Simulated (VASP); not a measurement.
# TiO2 (Rutile) (P4_2/mnm) in VASP: a series of runs

The runs below take TiO2 (Rutile) through electric field gradients, with PBEsol, r2SCAN.

Program: VASP 6.6.1. These are calculated values, not measurements. Logs are shortened: lines on timing, memory, paths and dates and some standing lists are left out, and cuts for length are marked.

### Step 1. The cell of the first run

It takes space group P4_2/mnm (No. 136, tetragonal). The conventional cell has a = 4.594 Å, b = 4.594 Å, c = 2.959 Å, α = 90.00°, β = 90.00°, γ = 90.00°. Within 2.6 Å of Ti (site symmetry mmm) lie 6 O at 1.95 to 1.98 Å. Within 2.6 Å of O (site symmetry m2m) lie 3 Ti at 1.95 to 1.98 Å and 1 O at 2.54 Å.

### Step 2. Electric field gradients, PBEsol

INCAR

```
SYSTEM = TiO2
PREC = Accurate ; ENCUT = 520
EDIFF = 1E-8 ; ISMEAR = -1
SIGMA = 0.02 ; LREAL = .FALSE.
LASPH = .TRUE. ; NELM = 80
ALGO = Normal ; ISIF = 2
LWAVE = .FALSE. ; LCHARG = .FALSE.
GGA = PS ; LEFG = .TRUE.
NBANDS = 33
```

KPOINTS

```
Automatic mesh
0
G
  7 7 10
  0 0 0
```

POSCAR

```
TiO2
1.0
    4.5940000000      0.0000000000      0.0000000000
    0.0000000000      4.5940000000      0.0000000000
    0.0000000000      0.0000000000      2.9590000000
Ti O
2 4
Direct
    0.0000000000      0.0000000000      0.0000000000
    0.5000000000      0.5000000000      0.5000000000
    0.3042802931      0.3042802931      0.0000000000
    0.1957197069      0.8042802931      0.5000000000
    0.6957197069      0.6957197069      0.0000000000
    0.8042802931      0.1957197069      0.5000000000
```

Potentials or basis: VASP PAW PBE potentials, release 64 (Ti_sv, O).

The run is started by

```sh
$ cat potpaw_PBE.64/Ti_sv/POTCAR potpaw_PBE.64/O/POTCAR > POTCAR
$ mpirun -np 1 vasp_std > vasp.out
```

OUTCAR:

```text
SYSTEM = TiO2
   PREC = Accurate
   ENCUT = 520
   EDIFF = 1E-8
   ISMEAR = -1
   LREAL = .FALSE.
   LASPH = .TRUE.
   NELM = 80
   ISIF = 2
   GGA = PS

 ion  position               nearest neighbor table
   1  0.000  0.000  0.000-   4 1.95   6 1.95   4 1.95   6 1.95   5 1.98   3 1.98
   2  0.500  0.500  0.500-   3 1.95   5 1.95   3 1.95   5 1.95   4 1.98   6 1.98
   3  0.304  0.304  0.000-   2 1.95   2 1.95   1 1.98
   4  0.196  0.804  0.500-   1 1.95   1 1.95   2 1.98
   5  0.696  0.696  0.000-   2 1.95   2 1.95   1 1.98
   6  0.804  0.196  0.500-   1 1.95   1 1.95   2 1.98

  LATTYP: Found a simple tetragonal cell.
 ALAT       =     4.5940000000
 C/A-ratio  =     0.6441010013

  Lattice vectors:

 A1 = (   4.5940000000,   0.0000000000,   0.0000000000)
 A2 = (   0.0000000000,   4.5940000000,   0.0000000000)
 A3 = (   0.0000000000,   0.0000000000,   2.9590000000)

Analysis of symmetry for initial positions (statically):
=====================================================================
 Subroutine PRICEL returns:
 Original cell was already a primitive cell.

 Routine SETGRP: Setting up the symmetry group for a
 simple tetragonal supercell.

 Subroutine GETGRP returns: Found 16 space group operations
 (whereof  8 operations were pure point group operations)
 out of a pool of 16 trial point group operations.

The static configuration has the point symmetry D_2h.
 The point group associated with its full space group is D_4h.

Analysis of symmetry for dynamics (positions and initial velocities):
=====================================================================
 Subroutine PRICEL returns:
 Original cell was already a primitive cell.

 Routine SETGRP: Setting up the symmetry group for a
 simple tetragonal supercell.

 Subroutine GETGRP returns: Found 16 space group operations
 (whereof  8 operations were pure point group operations)
 out of a pool of 16 trial point group operations.

The dynamic configuration has the point symmetry D_2h.
 The point group associated with its full space group is D_4h.

 Subroutine INISYM returns: Found 16 space group operations
 (whereof  8 operations are pure point group operations),
 and found     1 'primitive' translations

----------------------------------------------------------------------------------------

                                     Primitive cell

  volume of cell :      62.4492

  direct lattice vectors                    reciprocal lattice vectors
     4.594000000  0.000000000  0.000000000     0.217675229  0.000000000  0.000000000
     0.000000000  4.594000000  0.000000000     0.000000000  0.217675229  0.000000000
     0.000000000  0.000000000  2.959000000     0.000000000  0.000000000  0.337952011

  length of vectors
     4.594000000  4.594000000  2.959000000     0.217675229  0.217675229  0.337952011

  position of ions in fractional coordinates (direct lattice)
     0.000000000  0.000000000  0.000000000
     0.500000000  0.500000000  0.500000000
     0.304280293  0.304280293  0.000000000
     0.195719707  0.804280293  0.500000000
     0.695719707  0.695719707  0.000000000
     0.804280293  0.195719707  0.500000000

  ion indices of the primitive-cell ions
   primitive index   ion index
                 1           1
                 2           2
                 3           3
                 4           4
                 5           5
                 6           6

----------------------------------------------------------------------------------------

 KPOINTS: Automatic mesh

Automatic generation of k-mesh.
 Grid dimensions read from file:
 generate k-points for:    7    7   10
[... 50 lines left out ...]
   dimension x,y,z NGXF=    72 NGYF=   72 NGZF=   48
   ions per type =               2   4
   NGX,Y,Z   is equivalent  to a cutoff of  13.03, 13.03, 13.48 a.u.
   NGXF,Y,Z  is equivalent  to a cutoff of  26.06, 26.06, 26.97 a.u.
 SYSTEM =  TiO2
   PREC   = accura    normal or accurate (medium, high low for compatibility)
   ISTART =      0    job   : 0-new  1-cont  2-samecut
   ICHARG =      2    charge: 1-file 2-atom 10-const
   ISPIN  =      1    spin polarized calculation?
   LNONCOLLINEAR =      F non collinear calculations
   LSORBIT =      F    spin-orbit coupling
   LASPH  =      T    aspherical Exc in radial PAW
   ENCUT  =  520.0 eV  38.22 Ry    6.18 a.u.   8.54  8.54  5.50*2*pi/ulx,y,z
   NELM   =     80;   NELMIN=  2; NELMDL= -5     # of ELM steps
   EDIFF  = 0.1E-07   stopping-criterion for ELM
   LREAL  =      F    real-space projection
   EDIFFG = 0.1E-06   stopping-criterion for IOM
   NSW    =      0    number of steps for IOM
   IBRION =     -1    ionic relax: 0-MD 1-quasi-New 2-CG
   NFREE  =      0    steps in history (QN), initial steepest desc. (CG)
   ISIF   =      2    stress and relaxation
   ISYM   =      2    0-nonsym 1-usesym 2-fastsym
   POTIM  = 0.5000    time-step for ionic-motion
   TEBEG  =    0.0;   TEEND  =   0.0 temperature during run
   PSTRESS=    0.0 pullay stress
   NELECT =      48.0000    total number of electrons
   NUPDOWN=      -1.0000    fix difference up-down
   EMIN   =  10.00;   EMAX   =-10.00  energy-range for DOS
   EFERMI =   0.00;   METHOD = LEGACY
   ISMEAR =    -1;   SIGMA  =   0.02  broadening in eV -4-tet -1-fermi 0-gaus
   EFERMI_NEDOS =   21; number of points for ismear=-14 and -15
   IALGO  =     38    algorithm
   IMIX   =      4    mixing-type and parameters
     AMIX     =   0.40;   BMIX     =  1.00
     AMIX_MAG =   1.60;   BMIX_MAG =  1.00
  volume/ion in A,a.u.               =      10.41        70.24
  Fermi-wavevector in a.u.,A,eV,Ry     =   1.499614  2.833860 30.597370  2.248843
  Thomas-Fermi vector in A             =   2.611221
   LORBIT       =      0    0 simple, 1 ext, 2 COOP (PROOUT), +10 PAW based schemes
   GGA     = PS    functional components
   LHFCALC =     F    Hartree Fock is set to
   AEXX    =    0.0000 exact exchange contribution
   IVDW    =     0    specifies the selected vdW correction
   LEPSILON=     F    determine dielectric tensor
   LRPA    =     F    only Hartree local field effects (RPA)
 non-spin polarized calculation
  energy-cutoff  :      520.00
  volume of cell :       62.45
 maximum number of plane-waves:      1697
 NGX is ok and might be reduce to    36
   NGX = 17   NGY = 17   NGZ = 11

 number of electron      48.0000020 magnetization

 Free energy of the ion-electron system (eV)
  ---------------------------------------------------
  ext. energy  EPLUGINS =         0.00000000
  ---------------------------------------------------
  free energy    TOTEN  =       -56.09640686 eV

  energy without entropy =      -56.09640686  energy(sigma->0) =      -56.09640686

 E-fermi :   5.2167     XC(G=0): -11.7023

 val. band max:        4.7438046074   @ k =   0.0000   0.0000   0.0000
 cond. band min:       6.5491644993   @ k =   0.0000   0.0000   0.0000
 fundamental gap:      1.8053598919
 Fermi energy:         5.2167114830

 k-point     1 :       0.0000    0.0000    0.0000
  band No.  band energies     occupation
      1     -51.9355      2.00000
      2     -51.9177      2.00000
      3     -28.3569      2.00000
      4     -28.3569      2.00000
      5     -28.1885      2.00000
      6     -28.1885      2.00000
[... 853 lines left out ...]
     32      10.1087      0.00000
     33      11.0460      0.00000

 [... further k-points ...]
[... 5 lines left out ...]
  --------------------------------------------------------------------------------------
  -------------------------------------------------------------------------------------
  Total       -0.3716917     -0.3716917     -1.1084921      0.0000000      0.0000000      0.0000000
  in kB       -9.5360067     -9.5360067    -28.4391245      0.0000000      0.0000000      0.0000000
  external PRESSURE =     -15.8370460 kB  Pullay stress =       0.0000000 kB

 VOLUME and BASIS-vectors are now :
 -----------------------------------------------------------------------------
  energy-cutoff  :      520.00
  volume of cell :       62.45
      direct lattice vectors                 reciprocal lattice vectors
     4.594000000  0.000000000  0.000000000     0.217675229  0.000000000  0.000000000
     0.000000000  4.594000000  0.000000000     0.000000000  0.217675229  0.000000000
     0.000000000  0.000000000  2.959000000     0.000000000  0.000000000  0.337952011

 POSITION                                       TOTAL-FORCE (eV/Angst)
 -----------------------------------------------------------------------------------
      0.00000      0.00000      0.00000         0.000000      0.000000     -0.000000
      2.29700      2.29700      1.47950         0.000000      0.000000     -0.000000
      1.39786      1.39786      0.00000         0.028484      0.028484      0.000000
      0.89914      3.69486      1.47950        -0.028484      0.028484     -0.000000
      3.19614      3.19614      0.00000        -0.028484     -0.028484     -0.000000
      3.69486      0.89914      1.47950         0.028484     -0.028484     -0.000000
 -----------------------------------------------------------------------------------
    total drift:                                0.000000      0.000000     -0.000000

  FREE ENERGIE OF THE ION-ELECTRON SYSTEM (eV)
  ---------------------------------------------------
  free  energy   TOTEN  =       -56.0964068591 eV

  energy  without entropy=      -56.0964068591  energy(sigma->0) =      -56.09640686

 Electric field gradients (V/A^2)
---------------------------------------------------------------------
 ion       V_xx      V_yy      V_zz      V_xy      V_xz      V_yz
---------------------------------------------------------------------
   1       9.372     9.372   -18.745     1.806     0.000     0.000
   2       9.372     9.372   -18.745    -1.806     0.000     0.000
   3       0.532     0.532    -1.064    21.104    -0.000     0.000
   4       0.532     0.532    -1.064   -21.104    -0.000    -0.000
   5       0.532     0.532    -1.064    21.104     0.000     0.000
   6       0.532     0.532    -1.064   -21.104     0.000     0.000
---------------------------------------------------------------------

 Electric field gradients after diagonalization (V/A^2)
 (convention: |V_zz| > |V_xx| > |V_yy|)
----------------------------------------------------------------------
 ion       V_xx      V_yy      V_zz     asymmetry (V_yy - V_xx)/ V_zz
----------------------------------------------------------------------
   1      11.178     7.567   -18.745       0.193
   2      11.178     7.567   -18.745       0.193
   3     -20.572    -1.064    21.636       0.902
   4     -20.572    -1.064    21.636       0.902
   5     -20.572    -1.064    21.636       0.902
   6     -20.572    -1.064    21.636       0.902
----------------------------------------------------------------------

           NMR quadrupolar parameters

 Cq : quadrupolar parameter    Cq=e*Q*V_zz/h
 eta: asymmetry parameters     (V_yy - V_xx)/ V_zz
 Q  : nuclear electric quadrupole moment in mb (millibarn)
----------------------------------------------------------------------
 ion       Cq(MHz)       eta       Q (mb)
----------------------------------------------------------------------
   1      -0.045       0.193       1.000
   2      -0.045       0.193       1.000
   3       0.052       0.902       1.000
   4       0.052       0.902       1.000
   5       0.052       0.902       1.000
   6       0.052       0.902       1.000
----------------------------------------------------------------------
```

It took 2.4 min on 1 thread of Intel Xeon Platinum 8259CL at 2.50GHz (Skylake/Cascade Lake), shared host; peak memory 0.23 GiB.

What came out:

- Free energy: -56.0964 eV
- Pressure: -1.6 GPa
- Largest force: 0.040 eV/Å
- Band gap on the k mesh: 1.81 eV, direct

Forces on the atoms (eV/Å):
```
Ti   0.000  0.000  0.000
Ti   0.000  0.000  0.000
O    0.028  0.028  0.000
O   -0.028  0.028  0.000
O   -0.028 -0.028  0.000
O    0.028 -0.028  0.000
```

Electric field gradients, principal values (V/Å²):
| atom | least | middle | greatest (by size) |
| --- | --- | --- | --- |
| 1 Ti | 7.567 | 11.178 | -18.745 |
| 2 Ti | 7.567 | 11.178 | -18.745 |
| 3 O | -1.064 | -20.572 | 21.636 |
| 4 O | -1.064 | -20.572 | 21.636 |
| 5 O | -1.064 | -20.572 | 21.636 |
| 6 O | -1.064 | -20.572 | 21.636 |

Caveat: without QUAD_EFG the Cq values of the log hold for a quadrupole moment of 1 mb, not for the nuclei; the PAW data sets were made with another functional, which shifts forces and pressure a little.

[end of part 1 of 2]
